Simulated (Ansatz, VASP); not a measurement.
**One calculation of Ba, two programs**

File INCAR:

```
SYSTEM = Ba
PREC = Accurate
ENCUT = 520
EDIFF = 1E-7
ISMEAR = -1
SIGMA = 0.05
LREAL = .FALSE.
LASPH = .TRUE.
NELM = 100
ALGO = Normal
ISIF = 2
LWAVE = .FALSE.
LCHARG = .TRUE.
GGA = CA
LELF = .TRUE.
LVHAR = .TRUE.
NBANDS = 17
```

Contents of KPOINTS:

```
regular mesh
0
G
  7 7 7
  0 0 0
```

POSCAR

```
Ba
1.0
    4.7578779704      0.0000000000      0.0000000000
    0.0000000000      4.7578779704      0.0000000000
    0.0000000000      0.0000000000      4.7578779704
Ba
2
Direct
    0.0000000000      0.0000000000      0.0000000000
    0.5000000000      0.5000000000      0.5000000000
```

Input for Ansatz:

```yaml
crystal:
  lattice:
    - [4.7578779704, 0.0, 0.0]
    - [0.0, 4.7578779704, 0.0]
    - [0.0, 0.0, 4.7578779704]
  atoms:
    - { symbol: Ba, position: [0.0, 0.0, 0.0] }
    - { symbol: Ba, position: [0.5, 0.5, 0.5] }
kpoints:
  mp_grid: { grid: [7, 7, 7] }
scf:
  occupations: { method: fermi_dirac, width: 0.05 }
hamiltonian:
  xc: lda
  pseudopotentials: { kind: paw }
output:
  forces: true
  stress: true
  eigenvalues: true
```

Alike in both runs: task single point; functional LDA; k mesh 7 × 7 × 7; occupations fermi-dirac, width 0.05 eV; no spin polarisation.

|  | VASP | Ansatz |
| --- | --- | --- |
| version | VASP 6.6.1 | Ansatz 0.2.0 |
| potentials or method | VASP PAW LDA potentials, release 64 (Ba_sv) | PAW with Ansatz's default frozen-core files, scalar-relativistic |
| plane-wave cutoff (eV) | 520 | 420 |
| valence electrons in the cell | 20 | 20 |

```tsv
	VASP	Ansatz	Ansatz less VASP
pressure (GPa)	0.2	0.1	-0.09
```

LDA's correlation is that of Perdew and Zunger in VASP and of Perdew and Wang (1992) in Ansatz.

Neither program's run includes spin-orbit coupling.
